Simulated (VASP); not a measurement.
# Si (P2_1) in VASP: a series of runs

Runs on Si. Level: PBE. Tasks: single point.

All numbers are computed with VASP 6.6.1; they aren't measurements. Logs are shortened: lines on timing, memory, paths and dates and some standing lists are left out, and cuts for length are marked.

## 1. The cell of the first run

It takes space group P2_1 (No. 4, monoclinic). The conventional cell has a = 3.868 Å, b = 5.470 Å, c = 3.868 Å, α = 90.00°, β = 90.00°, γ = 90.00°. Within 3.1 Å of Si (site symmetry 1) lie 4 Si at 2.33 to 2.41 Å. Within 3.1 Å of Si (site symmetry 1) lie 4 Si at 2.33 to 2.41 Å.

## 2. Single point, PBE (atoms displaced along several vibrational modes)

Input file INCAR:

```
SYSTEM = Si
ALGO = Normal ; EDIFF = 1E-6
ENCUT = 520 ; GGA = PE
ISIF = 2 ; ISMEAR = 0
LASPH = .TRUE. ; LCHARG = .FALSE.
LREAL = .FALSE. ; LWAVE = .FALSE.
NBANDS = 16 ; NELM = 80
PREC = Accurate ; SIGMA = 0.05
```

Input file KPOINTS:

```
k-points
0
G
  8 8 6
  0 0 0
```

Input file POSCAR:

```
Si
1.0
    0.0000000000     -2.7347607592     -2.7347607592
    0.0000000000      2.7347607592     -2.7347607592
    5.4695215184      0.0000000000      0.0000000000
Si
4
Direct
    0.5111525664      0.5161553461      0.0000000000
   -0.0111525664     -0.0161553461      0.5000000000
    1.0007463706      0.4723386700      0.2500000000
    0.4992536294      0.0276613300      0.7500000000
```

Potentials or basis: VASP PAW PBE potentials, release 64 (Si).

Run with:

```
$ cat potpaw_PBE.64/Si/POTCAR > POTCAR
$ mpirun -np 1 vasp_std > vasp.out
```

OUTCAR:

```text
SYSTEM = Si
   EDIFF = 1E-6
   ENCUT = 520
   GGA = PE
   ISIF = 2
   ISMEAR = 0
   LASPH = .TRUE.
   LREAL = .FALSE.
   NELM = 80
   PREC = Accurate

 ion  position               nearest neighbor table
   1  0.511  0.516  0.000-   4 2.33   3 2.34   4 2.41   3 2.41
   2  0.989  0.984  0.500-   3 2.33   4 2.34   3 2.41   4 2.41
   3  0.001  0.472  0.250-   2 2.33   1 2.34   2 2.41   1 2.41
   4  0.499  0.028  0.750-   1 2.33   2 2.34   1 2.41   2 2.41

  LATTYP: Found a simple tetragonal cell.
 ALAT       =     3.8675357555
 C/A-ratio  =     1.4142135624

  Lattice vectors:

 A1 = (   0.0000000000,  -2.7347607592,  -2.7347607592)
 A2 = (   0.0000000000,   2.7347607592,  -2.7347607592)
 A3 = (   5.4695215184,   0.0000000000,   0.0000000000)

Analysis of symmetry for initial positions (statically):
=====================================================================
 Subroutine PRICEL returns:
 Original cell was already a primitive cell.

 Routine SETGRP: Setting up the symmetry group for a
 simple tetragonal supercell.

 Subroutine GETGRP returns: Found  2 space group operations
 (whereof  1 operations were pure point group operations)
 out of a pool of 16 trial point group operations.

The static configuration has the point symmetry C_1 .
 The point group associated with its full space group is C_2 .

Analysis of symmetry for dynamics (positions and initial velocities):
=====================================================================
 Subroutine PRICEL returns:
 Original cell was already a primitive cell.

 Routine SETGRP: Setting up the symmetry group for a
 simple tetragonal supercell.

 Subroutine GETGRP returns: Found  2 space group operations
 (whereof  1 operations were pure point group operations)
 out of a pool of 16 trial point group operations.

The dynamic configuration has the point symmetry C_1 .
 The point group associated with its full space group is C_2 .

 Subroutine INISYM returns: Found  2 space group operations
 (whereof  1 operations are pure point group operations),
 and found     1 'primitive' translations

----------------------------------------------------------------------------------------

                                     Primitive cell

  volume of cell :      81.8122

  direct lattice vectors                    reciprocal lattice vectors
     0.000000000 -2.734760759 -2.734760759     0.000000000 -0.182831349 -0.182831349
     0.000000000  2.734760759 -2.734760759     0.000000000  0.182831349 -0.182831349
     5.469521518  0.000000000  0.000000000     0.182831349  0.000000000  0.000000000

  length of vectors
     3.867535756  3.867535756  5.469521518     0.258562574  0.258562574  0.182831349

  position of ions in fractional coordinates (direct lattice)
     0.511152566  0.516155346  0.000000000
     0.988847434  0.983844654  0.500000000
     0.000746371  0.472338670  0.250000000
     0.499253629  0.027661330  0.750000000

  ion indices of the primitive-cell ions
   primitive index   ion index
                 1           1
                 2           2
                 3           3
                 4           4

----------------------------------------------------------------------------------------

 KPOINTS: k-points

Automatic generation of k-mesh.
 Grid dimensions read from file:
 generate k-points for:    8    8    6

 Generating k-lattice:

  Cartesian coordinates                     Fractional coordinates (reciprocal lattice)
     0.000000000 -0.022853919 -0.022853919     0.125000000  0.000000000  0.000000000
     0.000000000  0.022853919 -0.022853919     0.000000000  0.125000000  0.000000000
     0.030471892  0.000000000  0.000000000     0.000000000  0.000000000  0.166666667

  Length of vectors
     0.032320322  0.032320322  0.030471892

  Shift w.r.t. Gamma in fractional coordinates (k-lattice)
     0.000000000  0.000000000  0.000000000

 Subroutine IBZKPT returns following result:
 ===========================================

 Found    136 irreducible k-points:

 Following reciprocal coordinates:
            Coordinates               Weight
  0.000000  0.000000  0.000000      1.000000
  0.125000  0.000000  0.000000      2.000000
  0.000000  0.125000  0.000000      2.000000
  0.250000  0.000000  0.000000      2.000000
  0.000000  0.250000  0.000000      2.000000
  0.375000  0.000000  0.000000      2.000000
[... 16 lines left out ...]
 -0.250000  0.250000  0.000000      2.000000
  0.375000  0.250000  0.000000      2.000000
 [... further k-points ...]
   k-points           NKPTS =    136   k-points in BZ     NKDIM =    136   number of bands    NBANDS=     16
   number of dos      NEDOS =    301   number of ions     NIONS =      4
   total plane-waves  NPLWV =  37800
   dimension x,y,z NGX =    30 NGY =   30 NGZ =   42
   dimension x,y,z NGXF=    60 NGYF=   60 NGZF=   84
   ions per type =               4
   NGX,Y,Z   is equivalent  to a cutoff of  12.90, 12.90, 12.77 a.u.
   NGXF,Y,Z  is equivalent  to a cutoff of  25.79, 25.79, 25.53 a.u.
 SYSTEM =  Si
   PREC   = accura    normal or accurate (medium, high low for compatibility)
   ISTART =      0    job   : 0-new  1-cont  2-samecut
   ICHARG =      2    charge: 1-file 2-atom 10-const
   ISPIN  =      1    spin polarized calculation?
   LNONCOLLINEAR =      F non collinear calculations
   LSORBIT =      F    spin-orbit coupling
   LASPH  =      T    aspherical Exc in radial PAW
   ENCUT  =  520.0 eV  38.22 Ry    6.18 a.u.   7.19  7.19 10.17*2*pi/ulx,y,z
   NELM   =     80;   NELMIN=  2; NELMDL= -5     # of ELM steps
   EDIFF  = 0.1E-05   stopping-criterion for ELM
   LREAL  =      F    real-space projection
   EDIFFG = 0.1E-04   stopping-criterion for IOM
   NSW    =      0    number of steps for IOM
   IBRION =     -1    ionic relax: 0-MD 1-quasi-New 2-CG
   NFREE  =      0    steps in history (QN), initial steepest desc. (CG)
   ISIF   =      2    stress and relaxation
   ISYM   =      2    0-nonsym 1-usesym 2-fastsym
   POTIM  = 0.5000    time-step for ionic-motion
   TEBEG  =    0.0;   TEEND  =   0.0 temperature during run
   PSTRESS=    0.0 pullay stress
   NELECT =      16.0000    total number of electrons
   NUPDOWN=      -1.0000    fix difference up-down
   EMIN   =  10.00;   EMAX   =-10.00  energy-range for DOS
   EFERMI =   0.00;   METHOD = LEGACY
   ISMEAR =     0;   SIGMA  =   0.05  broadening in eV -4-tet -1-fermi 0-gaus
   EFERMI_NEDOS =   21; number of points for ismear=-14 and -15
   IALGO  =     38    algorithm
   IMIX   =      4    mixing-type and parameters
     AMIX     =   0.40;   BMIX     =  1.00
     AMIX_MAG =   1.60;   BMIX_MAG =  1.00
  volume/ion in A,a.u.               =      20.45       138.02
  Fermi-wavevector in a.u.,A,eV,Ry     =   0.950259  1.795730 12.285964  0.902993
  Thomas-Fermi vector in A             =   2.078619
   LORBIT       =      0    0 simple, 1 ext, 2 COOP (PROOUT), +10 PAW based schemes
   GGA     = PE    functional components
   LHFCALC =     F    Hartree Fock is set to
   AEXX    =    0.0000 exact exchange contribution
   IVDW    =     0    specifies the selected vdW correction
   LEPSILON=     F    determine dielectric tensor
   LRPA    =     F    only Hartree local field effects (RPA)
 non-spin polarized calculation
 Gauss-broadening in eV      SIGMA  =   0.05
  energy-cutoff  :      520.00
  volume of cell :       81.81
 maximum number of plane-waves:      2248
 NGX is ok and might be reduce to    30
   NGX = 15   NGY = 15   NGZ = 21

 number of electron      15.9999999 magnetization

 Free energy of the ion-electron system (eV)
  ---------------------------------------------------
  ext. energy  EPLUGINS =         0.00000000
  ---------------------------------------------------
  free energy    TOTEN  =       -21.62614210 eV

  energy without entropy =      -21.62614210  energy(sigma->0) =      -21.62614210

 E-fermi :   5.8737     XC(G=0):  -9.3324

 val. band max:        5.6446854596   @ k =   0.0000   0.0000   0.0000
 cond. band min:       6.2319188097   @ k =  -0.3750   0.3750   0.0000
 fundamental gap:      0.5872333501
 Fermi energy:         5.8736559858

 k-point     1 :       0.0000    0.0000    0.0000
  band No.  band energies     occupation
      1      -6.1994      2.00000
      2      -2.1428      2.00000
      3      -2.1149      2.00000
      4       2.8213      2.00000
      5       2.8439      2.00000
      6       5.4784      2.00000
[... 8 lines left out ...]
     15      13.2257      0.00000
     16      13.2997      0.00000

 k-point     2 :       0.1250    0.0000    0.0000
  band No.  band energies     occupation
      1      -6.0657      2.00000
      2      -2.2131      2.00000
      3      -1.9700      2.00000
      4       2.1783      2.00000
      5       2.9344      2.00000
      6       4.5956      2.00000
[... 8 lines left out ...]
     15      12.6987      0.00000
     16      13.1609      0.00000

 k-point     3 :       0.0000    0.1250    0.0000
  band No.  band energies     occupation
      1      -6.0654      2.00000
      2      -2.1863      2.00000
      3      -1.9966      2.00000
      4       2.1601      2.00000
      5       2.9437      2.00000
      6       4.5434      2.00000
[... 8 lines left out ...]
     15      12.6873      0.00000
     16      13.1582      0.00000

 k-point     4 :       0.2500    0.0000    0.0000
  band No.  band energies     occupation
      1      -5.6704      2.00000
      2      -2.5526      2.00000
      3      -1.5352      2.00000
      4       1.4229      2.00000
      5       2.9654      2.00000
      6       3.2423      2.00000
[... 8 lines left out ...]
     15      11.9345      0.00000
     16      12.8869      0.00000
[... 324 lines left out ...]
 k-point    22 :       0.2500    0.2500    0.0000
  band No.  band energies     occupation
      1      -5.1388      2.00000
      2      -1.9877      2.00000
      3      -1.9584      2.00000
      4       1.8286      2.00000
      5       1.8644      2.00000
      6       2.1252      2.00000
[... 8 lines left out ...]
     15      11.3286      0.00000
     16      11.3453      0.00000

 k-point    23 :      -0.2500    0.2500    0.0000
  band No.  band energies     occupation
      1      -5.1388      2.00000
      2      -1.9860      2.00000
      3      -1.9597      2.00000
      4       1.8315      2.00000
      5       1.8642      2.00000
      6       2.1162      2.00000
[... 8 lines left out ...]
     15      11.3126      0.00000
     16      11.3514      0.00000

 k-point    24 :       0.3750    0.2500    0.0000
  band No.  band energies     occupation
      1      -4.5006      2.00000
      2      -2.7326      2.00000
      3      -1.2635      2.00000
      4       0.8903      2.00000
      5       1.8104      2.00000
      6       2.3393      2.00000
[... 8 lines left out ...]
     15      12.3355      0.00000
     16      12.9487      0.00000

 [... further k-points ...]

------------------------ aborting loop because EDIFF is reached ----------------------------------------

  FORCE on cell =-STRESS in cart. coord.  units (eV):
  Direction    XX          YY          ZZ          XY          YZ          ZX
  --------------------------------------------------------------------------------------
  -------------------------------------------------------------------------------------
  Total       -0.0560879     -0.0113504     -0.1641315      0.0000000     -0.0618279      0.0000000
  in kB       -1.0984038     -0.2222814     -3.2142864      0.0000000     -1.2108125      0.0000000
  external PRESSURE =      -1.5116572 kB  Pullay stress =       0.0000000 kB

 VOLUME and BASIS-vectors are now :
 -----------------------------------------------------------------------------
  energy-cutoff  :      520.00
  volume of cell :       81.81
      direct lattice vectors                 reciprocal lattice vectors
     0.000000000 -2.734760759 -2.734760759     0.000000000 -0.182831349 -0.182831349
     0.000000000  2.734760759 -2.734760759     0.000000000  0.182831349 -0.182831349
     5.469521518  0.000000000  0.000000000     0.182831349  0.000000000  0.000000000

 POSITION                                       TOTAL-FORCE (eV/Angst)
 -----------------------------------------------------------------------------------
      0.00000      0.01368     -2.80944         0.063442      0.505241      0.132726
      2.73476     -0.01368     -5.39484         0.063442     -0.505241     -0.132726
      1.36738      1.28969     -1.29377        -0.063442      0.207384     -0.707518
      4.10214     -1.28969     -1.44099        -0.063442     -0.207384      0.707518
 -----------------------------------------------------------------------------------
    total drift:                               -0.000004      0.000000      0.000000

  FREE ENERGIE OF THE ION-ELECTRON SYSTEM (eV)
  ---------------------------------------------------
  free  energy   TOTEN  =       -21.6261420960 eV

  energy  without entropy=      -21.6261420960  energy(sigma->0) =      -21.62614210
```

Wall time 2 min (1 thread of Intel Xeon Platinum 8488C (Sapphire Rapids), shared host); peak memory 0.26 GiB.

What came out:

| Quantity | Value |
| --- | --- |
| Free energy | -21.6261 eV |
| Pressure | -0.2 GPa |
| Largest force | 0.740 eV/Å |
| Band gap on the k mesh | 0.59 eV (least direct gap 0.71 eV) |

Forces on the atoms (eV/Å):
```
Si   0.063  0.505  0.133
Si   0.063 -0.505 -0.133
Si  -0.063  0.207 -0.708
Si  -0.063 -0.207  0.708
```

Levels at points of the mesh, in eV from the valence-band top:
| k point | band 6 | band 7 | band 8 | band 9 | band 10 | band 11 |
| --- | --- | --- | --- | --- | --- | --- |
| (0.00, 0.00, 0.00) | -0.17 | -0.01 | 0.00 | 0.71 | 0.83 | 2.53 |
| (0.50, 0.00, 0.00) | -3.65 | -1.40 | -1.26 | 2.33 | 2.42 | 4.57 |
| (0.00, 0.50, 0.00) | -3.66 | -1.38 | -1.22 | 2.35 | 2.45 | 4.55 |
| (0.50, 0.50, 0.00) | -2.82 | -2.82 | -2.74 | 0.62 | 0.71 | 0.72 |
| (0.00, 0.00, 0.50) | -1.87 | -1.85 | -1.85 | 1.12 | 1.12 | 3.03 |
| (0.50, 0.00, 0.50) | -1.29 | -1.11 | -1.11 | 1.42 | 1.42 | 3.23 |
| (0.00, 0.50, 0.50) | -1.27 | -1.11 | -1.11 | 1.41 | 1.41 | 3.25 |
| (0.50, 0.50, 0.50) | -3.84 | -3.74 | -3.74 | 4.06 | 4.06 | 4.29 |

Caveat: the cell differs from its parent crystal (atoms displaced along several vibrational modes); semilocal functionals underestimate gaps, and a narrow one can read as zero. A k mesh can miss the band edges.

## 3. Single point, PBE (atoms displaced along several vibrational modes)

Input file INCAR:

```
SYSTEM = Si
PREC     = Accurate       ! precision mode
ENCUT    = 520            ! plane-wave cutoff, eV
EDIFF    = 1E-6           ! SCF threshold, eV
ISMEAR   = 0              ! smearing method
SIGMA    = 0.05           ! smearing width, eV
LREAL    = .False.        ! projectors in reciprocal space
LASPH    = .True.         ! aspherical terms in the spheres
NELM     = 60             ! most SCF steps
ALGO     = Normal         ! electronic algorithm
ISIF     = 2              ! what is computed and relaxed
LWAVE    = .False.        ! write WAVECAR
LCHARG   = .True.         ! write CHGCAR
GGA      = PE             ! functional
LELF     = .True.         ! ELF
LVHAR    = .True.       
NBANDS   = 16             ! bands
```

Input file KPOINTS:

```
regular mesh
0
Gamma
  8 8 6
  0 0 0
```

Input file POSCAR:

```
Si
1.0
    0.0000000000     -2.7347607592     -2.7347607592
    0.0000000000      2.7347607592     -2.7347607592
    5.4695215184      0.0000000000      0.0000000000
Si
4
Direct
    0.5085510175      0.5190318421      0.0000000000
   -0.0085510175     -0.0190318421      0.5000000000
    1.0033479195      0.4752151660      0.2500000000
    0.4966520805      0.0247848340      0.7500000000
```

Potentials or basis: VASP PAW PBE potentials, release 64 (Si).

Run with:

```
$ cat potpaw_PBE.64/Si/POTCAR > POTCAR
$ mpirun -np 1 vasp_std > vasp.out
```

OUTCAR:

```text
SYSTEM = Si
   PREC = Accurate
   ENCUT = 520
   EDIFF = 1E-6
   ISMEAR = 0
   LREAL = .False.
   LASPH = .True.
   NELM = 60
   ISIF = 2
   GGA = PE

 ion  position               nearest neighbor table
   1  0.509  0.519  0.000-   4 2.35   3 2.36   4 2.39   3 2.39
   2  0.991  0.981  0.500-   3 2.35   4 2.36   3 2.39   4 2.39
   3  0.003  0.475  0.250-   2 2.35   1 2.36   2 2.39   1 2.39
   4  0.497  0.025  0.750-   1 2.35   2 2.36   1 2.39   2 2.39

  LATTYP: Found a simple tetragonal cell.
 ALAT       =     3.8675357555
 C/A-ratio  =     1.4142135624
[... 657 lines left out ...]
  --------------------------------------------------------------------------------------
  -------------------------------------------------------------------------------------
  Total       -0.1535900     -0.0991632     -0.1753932      0.0000000     -0.0554900      0.0000000
  in kB       -3.0078451     -1.9419723     -3.4348314      0.0000000     -1.0866943      0.0000000
  external PRESSURE =      -2.7948830 kB  Pullay stress =       0.0000000 kB

 VOLUME and BASIS-vectors are now :
 -----------------------------------------------------------------------------
  energy-cutoff  :      520.00
  volume of cell :       81.81
      direct lattice vectors                 reciprocal lattice vectors
     0.000000000 -2.734760759 -2.734760759     0.000000000 -0.182831349 -0.182831349
     0.000000000  2.734760759 -2.734760759     0.000000000  0.182831349 -0.182831349
     5.469521518  0.000000000  0.000000000     0.182831349  0.000000000  0.000000000

 POSITION                                       TOTAL-FORCE (eV/Angst)
 -----------------------------------------------------------------------------------
      0.00000      0.02866     -2.81019         0.059297      0.200734      0.153636
      2.73476     -0.02866     -5.39409         0.059297     -0.200734     -0.153636
      1.36738      1.29044     -1.30876        -0.059297      0.190883     -0.405220
      4.10214     -1.29044     -1.42601        -0.059297     -0.190883      0.405220
 -----------------------------------------------------------------------------------
    total drift:                               -0.000001      0.000000      0.000000

  FREE ENERGIE OF THE ION-ELECTRON SYSTEM (eV)
  ---------------------------------------------------
  free  energy   TOTEN  =       -21.6534664145 eV

  energy  without entropy=      -21.6534664145  energy(sigma->0) =      -21.65346641
```

OSZICAR:

```text
N       E                     dE             d eps       ncg     rms          rms(c)
DAV:   1     0.265308651415E+02    0.26531E+02   -0.59818E+03  4352   0.820E+02
DAV:   2    -0.200495231510E+02   -0.46580E+02   -0.42327E+02  6120   0.120E+02
DAV:   3    -0.219659120605E+02   -0.19164E+01   -0.19006E+01  5632   0.228E+01
DAV:   4    -0.219880949529E+02   -0.22183E-01   -0.22178E-01  5536   0.320E+00
DAV:   5    -0.219884808661E+02   -0.38591E-03   -0.38589E-03  5744   0.400E-01    0.669E+00
DAV:   6    -0.217568041427E+02    0.23168E+00   -0.95613E-02  5008   0.146E+00    0.407E+00
DAV:   7    -0.216507212377E+02    0.10608E+00   -0.20296E-01  5328   0.221E+00    0.237E-01
DAV:   8    -0.216529315494E+02   -0.22103E-02   -0.14363E-02  5256   0.609E-01    0.108E-01
DAV:   9    -0.216533681326E+02   -0.43658E-03   -0.62246E-04  5808   0.146E-01    0.813E-02
DAV:  10    -0.216534589329E+02   -0.90800E-04   -0.95161E-05  5128   0.502E-02    0.148E-02
DAV:  11    -0.216534657024E+02   -0.67696E-05   -0.10371E-05  5792   0.185E-02    0.750E-03
DAV:  12    -0.216534664145E+02   -0.71205E-06   -0.88612E-07  3928   0.570E-03
   1 F= -.21653466E+02 E0= -.21653466E+02  d E =-.123076E-10
```

stdout:

```text
POSCAR found type information on POSCAR Si
 POSCAR found :  1 types and       4 ions
 scaLAPACK will be used
 LDA part: xc-table for (Slater+PW92), standard interpolation
 POSCAR, INCAR and KPOINTS ok, starting setup
 FFT: planning ... GRIDC
 FFT: planning ... GRID_SOFT
 FFT: planning ... GRID
 WAVECAR not read
 entering main loop
```

Wall time 95 s (1 thread of Intel Xeon Platinum 8488C (Sapphire Rapids), shared host); peak memory 0.26 GiB.

What came out:

- Free energy: -21.6535 eV
- Pressure: -0.3 GPa
- Largest force: 0.452 eV/Å
- Band gap on the k mesh: 0.60 eV (least direct gap 0.73 eV)

Forces on the atoms (eV/Å):
```
Si   0.059  0.201  0.154
Si   0.059 -0.201 -0.154
Si  -0.059  0.191 -0.405
Si  -0.059 -0.191  0.405
```

Caveat: the cell differs from its parent crystal (atoms displaced along several vibrational modes); semilocal functionals underestimate gaps, and a narrow one can read as zero. A k mesh can miss the band edges.
